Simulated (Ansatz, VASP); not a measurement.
## CaO in VASP and in Ansatz

```
CELL_PARAMETERS angstrom
0.00000 2.35449 2.35449
2.35449 0.00000 2.35449
2.35449 2.35449 0.00000
ATOMIC_POSITIONS crystal
Ca 0.00000 0.00000 0.00000
O 0.50000 0.50000 0.50000
```

Alike in both runs: task single point; functional PBEsol; k mesh 10 × 10 × 10; occupations fermi-dirac, width 0.05 eV; no spin polarisation.

```csv
,VASP,Ansatz
version,VASP 6.6.1,Ansatz 0.2.0
potentials or method,"VASP PAW PBE potentials, release 64 (Ca_sv, O)",Ansatz PAW
plane-wave cutoff (eV),520,420
valence electrons in the cell,16,16
```

```csv
,VASP,Ansatz,Ansatz less VASP
gap on the k mesh at the Fermi level (eV),3.50,3.52,+0.024
least direct gap on the mesh (eV),3.86,3.88,+0.022
pressure (GPa),5.4,4.6,-0.78
```

VASP's potentials were made for PBE, not for PBEsol.
